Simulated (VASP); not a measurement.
# TiAl3 (Pmm2) in VASP: further runs, part 2 of 2

VASP 6.6.1.

### Step 3. Single point, PBEsol

This run uses another cell than the first one, of 16.29 Å³/atom, 0.962 times its volume.

The input, INCAR:

```
SYSTEM = TiAl3
PREC = Accurate ; ENCUT = 520
EDIFF = 1E-6 ; ISMEAR = -1
SIGMA = 0.05 ; LREAL = .FALSE.
LASPH = .TRUE. ; NELM = 60
ALGO = Fast ; ISIF = 2
LWAVE = .FALSE. ; LCHARG = .FALSE.
GGA = PS ; NBANDS = 18
```

The input, KPOINTS:

```
regular mesh
0
G
  9 6 6
  0 0 0
```

The input, POSCAR:

```
TiAl3
1.0
    2.8396770000      0.0000000000      0.0000000000
    0.0000000000      4.6812640000      0.0000000000
    0.0000000000      0.0000000000      4.9007420000
Ti Al
1 3
Direct
    0.0000000000      0.5000000000      0.1659160000
    0.0000000000      0.0000000000      0.8359000000
    0.5000000000      0.0000000000      0.3309120000
    0.5000000000      0.5000000000      0.6672710000
```

Potentials or basis: VASP PAW PBE potentials, release 64 (Ti_sv, Al).

Started as:

```
$ cat potpaw_PBE.64/Ti_sv/POTCAR potpaw_PBE.64/Al/POTCAR > POTCAR
$ mpirun -np 1 vasp_std > vasp.out
```

Run time: 73 s. Hardware: 1 thread of Intel Xeon 6975P-C (Granite Rapids), shared host; peak memory 0.23 GiB.

It converged, with:

* Free energy: -21.5831 eV
* Pressure: -2.3 GPa
* Largest force: 0.047 eV/Å

Forces on the atoms (eV/Å):
```
Ti   0.000  0.000 -0.040
Al   0.000  0.000  0.047
Al   0.000  0.000  0.007
Al   0.000  0.000 -0.014
```

Stress tensor (GPa, compression positive):
```
-4.39  0.00  0.00
 0.00 -1.18  0.00
 0.00  0.00 -1.43
```

Levels at points of the mesh, in eV from the Fermi level:
```
           k point  band 9  band 10  band 11  band 12  band 13  band 14
(0.00, 0.00, 0.00)   -2.63    -0.77    -0.36     2.34     2.41     2.72
(0.00, 0.50, 0.00)   -1.99    -1.47    -0.13     2.25     2.35     2.67
(0.00, 0.00, 0.50)   -2.09    -1.04    -0.27     2.23     2.27     2.42
(0.00, 0.50, 0.50)   -0.15    -0.02     0.76     2.26     2.28     3.71
```

Caveat: the PAW data sets were made with another functional, which shifts forces and pressure a little.

### Step 4. Single point, LDA

This run uses another cell than the first one, of 16.29 Å³/atom, 0.962 times its volume.

The input, INCAR:

```
SYSTEM = TiAl3
PREC = Accurate ; ENCUT = 520
EDIFF = 1E-6 ; ISMEAR = 0
SIGMA = 0.1 ; LREAL = .False.
LASPH = .True. ; NELM = 60
ALGO = Fast ; ISIF = 2
LWAVE = .False. ; LCHARG = .False.
NBANDS = 18
```

The input, KPOINTS:

```
Automatic mesh
0
Gamma
  9 6 6
  0 0 0
```

POSCAR is that of step 3.

Potentials or basis: VASP PAW LDA potentials, release 64 (Ti_sv, Al).

Started as:

```
$ cat potpaw_LDA.64/Ti_sv/POTCAR potpaw_LDA.64/Al/POTCAR > POTCAR
$ mpirun -np 1 vasp_std > vasp.out
```

Run time: 3.5 min. Hardware: 1 thread of Intel Xeon 8259CL, shared host; peak memory 0.21 GiB.

It converged, with:

```
Free energy   : -22.0781 eV
Pressure      : -5.0 GPa
Largest force : 0.087 eV/Å
```

Forces on the atoms (eV/Å):
```
Ti   0.000  0.000 -0.051
Al   0.000  0.000  0.087
Al   0.000  0.000 -0.028
Al   0.000  0.000 -0.007
```

Stress tensor (GPa, compression positive):
```
-7.09  0.00  0.00
 0.00 -3.66  0.00
 0.00  0.00 -4.11
```

Levels at points of the mesh, in eV from the Fermi level:
| k point | band 7 | band 8 | band 9 | band 10 | band 11 | band 12 | band 13 | band 14 | band 15 | band 16 |
| --- | --- | --- | --- | --- | --- | --- | --- | --- | --- | --- |
| (0.00, 0.00, 0.00) | -3.78 | -3.41 | -2.60 | -0.75 | -0.36 | 2.31 | 2.38 | 2.71 | 2.85 | 3.05 |
| (0.00, 0.50, 0.00) | -3.46 | -3.08 | -1.95 | -1.42 | -0.13 | 2.22 | 2.32 | 2.64 | 3.10 | 4.69 |
| (0.00, 0.00, 0.50) | -3.34 | -2.23 | -2.07 | -0.97 | -0.27 | 2.20 | 2.26 | 2.39 | 3.25 | 4.06 |
| (0.00, 0.50, 0.50) | -6.98 | -4.71 | -0.15 | -0.02 | 0.75 | 2.23 | 2.25 | 3.72 | 4.97 | 5.23 |

### Step 5. Single point, PBEsol

This run uses another cell than the first one, of 16.29 Å³/atom, 0.962 times its volume.

The input, INCAR:

```
ALGO = Fast
EDIFF = 1E-7
ENCUT = 520
GGA = PS
ISIF = 2
ISMEAR = 0
LASPH = T
LCHARG = F
LREAL = F
LWAVE = F
NBANDS = 18
NELM = 60
PREC = Accurate
SIGMA = 0.05
```

The input, KPOINTS:

```
k-points
0
Gamma
  9 6 6
```

POSCAR is that of step 4.

Potentials or basis: VASP PAW PBE potentials, release 64 (Ti_sv, Al).

Started as:

```
$ cat potpaw_PBE.64/Ti_sv/POTCAR potpaw_PBE.64/Al/POTCAR > POTCAR
$ mpirun -np 1 vasp_std > vasp.out
```

OUTCAR:

```text
EDIFF = 1E-7
   ENCUT = 520
   GGA = PS
   ISIF = 2
   ISMEAR = 0
   LASPH = T
   LREAL = F
   NELM = 60
   PREC = Accurate

 ion  position               nearest neighbor table
   1  0.000  0.500  0.166-   4 2.83   4 2.83   4 2.84   4 2.84   2 2.85   2 2.85   3 2.85   3 2.85
                             3 2.85   3 2.85
   2  0.000  0.000  0.836-   3 2.81   3 2.81   1 2.85   1 2.85   3 2.85   3 2.85   4 2.86   4 2.86
                             4 2.86   4 2.86
   3  0.500  0.000  0.331-   2 2.81   2 2.81   2 2.85   2 2.85   1 2.85   1 2.85   1 2.85   1 2.85
                             4 2.86   4 2.86
   4  0.500  0.500  0.667-   1 2.83   1 2.83   1 2.84   1 2.84   2 2.86   2 2.86   2 2.86   2 2.86
                             3 2.86   3 2.86

  LATTYP: Found a simple orthorhombic cell.
 ALAT       =     2.8396770000
 B/A-ratio  =     1.6485198845
 C/A-ratio  =     1.7258096607

  Lattice vectors:

 A1 = (   2.8396770000,   0.0000000000,   0.0000000000)
 A2 = (   0.0000000000,   4.6812640000,   0.0000000000)
[... 176 lines left out ...]
  ext. energy  EPLUGINS =         0.00000000
  ---------------------------------------------------
  free energy    TOTEN  =       -21.57382326 eV

  energy without entropy =      -21.57027309  energy(sigma->0) =      -21.57204818

 E-fermi :   7.9753     XC(G=0): -10.7130

 val. band max:        7.9685340050   @ k =   0.4444   0.0000   0.1667
 cond. band min:       7.9757185753   @ k =   0.2222   0.5000   0.3333
 fundamental gap:      0.0071845703
 Fermi energy:         7.9753264266

 k-point     1 :       0.0000    0.0000    0.0000
  band No.  band energies     occupation
      1     -48.2868      2.00000
      2     -24.7148      2.00000
      3     -24.7137      2.00000
      4     -24.3456      2.00000
      5      -2.1352      2.00000
      6       2.9238      2.00000
[... 481 lines left out ...]
      5       0.0561      2.00000
      6       3.7962      2.00000
[... 10 lines left out ...]
     17      11.8962      0.00000
     18      12.9401      0.00000

 [... further k-points ...]
[... 5 lines left out ...]
  --------------------------------------------------------------------------------------
  -------------------------------------------------------------------------------------
  Total       -1.8689126     -0.4537576     -0.5557586      0.0000000      0.0000000      0.0000000
  in kB      -45.9627120    -11.1593931    -13.6679341      0.0000000      0.0000000      0.0000000
  external PRESSURE =     -23.5966797 kB  Pullay stress =       0.0000000 kB

 VOLUME and BASIS-vectors are now :
 -----------------------------------------------------------------------------
  energy-cutoff  :      520.00
  volume of cell :       65.15
      direct lattice vectors                 reciprocal lattice vectors
     2.839677000  0.000000000  0.000000000     0.352152727  0.000000000  0.000000000
     0.000000000  4.681264000  0.000000000     0.000000000  0.213617519  0.000000000
     0.000000000  0.000000000  4.900742000     0.000000000  0.000000000  0.204050734

 POSITION                                       TOTAL-FORCE (eV/Angst)
 -----------------------------------------------------------------------------------
      0.00000      2.34063      0.81311         0.000000      0.000000     -0.028832
      0.00000      0.00000      4.09653         0.000000      0.000000      0.056456
      1.41984      0.00000      1.62171         0.000000      0.000000     -0.005028
      1.41984      2.34063      3.27012         0.000000      0.000000     -0.022596
 -----------------------------------------------------------------------------------
    total drift:                                0.000000      0.000000      0.000210

  FREE ENERGIE OF THE ION-ELECTRON SYSTEM (eV)
  ---------------------------------------------------
  free  energy   TOTEN  =       -21.5738232630 eV

  energy  without entropy=      -21.5702730905  energy(sigma->0) =      -21.57204818
```

It took 4.3 min on 1 thread of Intel Xeon 8259CL, shared host; peak memory 0.23 GiB.

What came out:

| Item | Value |
| --- | --- |
| Free energy | -21.5738 eV |
| Pressure | -2.4 GPa |
| Largest force | 0.056 eV/Å |

Forces on the atoms (eV/Å):
```
Ti   0.000  0.000 -0.029
Al   0.000  0.000  0.056
Al   0.000  0.000 -0.005
Al   0.000  0.000 -0.023
```

Caveat: the PAW data sets were made with another functional, which shifts forces and pressure a little.

### Step 6. Overview

| level | potentials or basis | cell | smearing | gap on the mesh (eV) | pressure (GPa) | largest force (eV/Å) |
| --- | --- | --- | --- | --- | --- | --- |
| PBEsol | VASP PAW PBE potentials, release 64 (Ti_sv, Al) | a = 2.877, b = 4.743, c = 4.965 Å, 4 atoms | fermi-dirac 0.05 eV | none | -5.8 | 0.06 |
| PBEsol | VASP PAW PBE potentials, release 64 (Ti_sv, Al) | a = 2.840, b = 4.681, c = 4.901 Å, 4 atoms | fermi-dirac 0.05 eV | none | -2.3 | 0.05 |
| LDA | VASP PAW LDA potentials, release 64 (Ti_sv, Al) | a = 2.840, b = 4.681, c = 4.901 Å, 4 atoms | gaussian 0.1 eV | none | -5.0 | 0.09 |
| PBEsol | VASP PAW PBE potentials, release 64 (Ti_sv, Al) | a = 2.840, b = 4.681, c = 4.901 Å, 4 atoms | gaussian 0.05 eV | none | -2.4 | 0.06 |

Alike in all rows: task single point; no spin polarisation; k mesh 9 × 6 × 6; cutoff (eV) 520.

Caveats: the PAW data sets were made with another functional, which shifts forces and pressure a little (some runs).

Total energies depend on the potentials used, so only differences within one code and one set of settings carry meaning.
